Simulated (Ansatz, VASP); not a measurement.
Two plane-wave programs on HfN

The input INCAR:

```
PREC = Accurate
ENCUT = 520
EDIFF = 1E-6
ISMEAR = 0
SIGMA = 0.15
LREAL = F
LASPH = T
NELM = 80
ALGO = Normal
ISIF = 2
LWAVE = F
LCHARG = T
LELF = T
LVHAR = T
NBANDS = 14
```

The input KPOINTS:

```
Automatic mesh
0
Gamma
  16 16 16
```

POSCAR

```
HfN
1.0
    0.0000000000      2.3320809000      2.5775631000
    2.3320809000      0.0000000000      2.5775631000
    2.3320809000      2.3320809000      0.0000000000
Hf N
1 1
Direct
    0.0000000000      0.0000000000      0.0000000000
    0.7500000000      0.7500000000      0.7500000000
```

Input for Ansatz:

```yaml
crystal:
  lattice:
    - [0.0, 2.3320809, 2.5775631]
    - [2.3320809, 0.0, 2.5775631]
    - [2.3320809, 2.3320809, 0.0]
  atoms:
    - { symbol: Hf, position: [0.0, 0.0, 0.0] }
    - { symbol: "N", position: [0.75, 0.75, 0.75] }
basis:
  ecutwfc: 420
kpoints:
  mp_grid: { grid: [16, 16, 16] }
hamiltonian:
  xc: lda
scf:
  occupations: { method: gaussian, width: 0.15 }
output:
  forces: true
  stress: true
  eigenvalues: true
```

Change from the starting cell: strain -0.050 along x and y, +0.050 along z, atoms carried along.

Alike in both runs: task single point; functional LDA; k mesh 16 × 16 × 16; occupations gaussian, width 0.15 eV; no spin polarisation.

|  | VASP | Ansatz |
| --- | --- | --- |
| version | VASP 6.6.1 | Ansatz 0.2.0 |
| potentials or method | VASP PAW LDA potentials, release 64 (Hf_pv, N), cutoff 520 eV | scalar-relativistic, plane waves, PAW |
| valence electrons in the cell | 15 | 31 |

```csv
,VASP,Ansatz,Ansatz less VASP
gap on the k mesh at the Fermi level (eV),none,none,-
pressure (GPa),0.2,0.4,+0.18
"traceless stress, the component that is largest in VASP (GPa)",-11.39,-11.45,-0.063
```

LDA's correlation is that of Perdew and Zunger in VASP and of Perdew and Wang (1992) in Ansatz. A gap of «none» marks a metal or a gap that the smearing closes. VASP's potentials hold 15 valence electrons a cell and Ansatz's 31, so a difference there can come from the potentials and not from the codes.

Neither program's run includes spin-orbit coupling.
